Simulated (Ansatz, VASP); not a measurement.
Pt in VASP and in Ansatz

```
Pt
1.0
     0.00000    1.96155    1.96155
     1.96155    0.00000    1.96155
     1.96155    1.96155    0.00000
Pt
1
Direct
  0.00000 0.00000 0.00000
```

Alike in both runs: task relaxation of cell and atoms; functional BLYP; k mesh 14 × 14 × 14; occupations fermi-dirac, width 0.1 eV; no spin polarisation.

|  | VASP | Ansatz |
| --- | --- | --- |
| version | VASP 6.6.1 | Ansatz 0.2.0 |
| potentials or method | VASP PAW PBE potentials, release 64 (Pt), cutoff 600 eV | plane waves (420 eV) with PAW, scalar-relativistic |
| valence electrons in the cell | 10 | 18 |

```tsv
	VASP	Ansatz	Ansatz less VASP
relaxed volume (Å³/atom)	16.73	16.65	-0.078
relaxed cell length with the largest relative difference (Å)	2.871	2.866	-0.0044
```

VASP's potentials were made for PBE, not for BLYP. VASP's potentials hold 10 valence electrons a cell and Ansatz's 18, so a difference there can come from the potentials and not from the codes.

Neither program's run includes spin-orbit coupling.
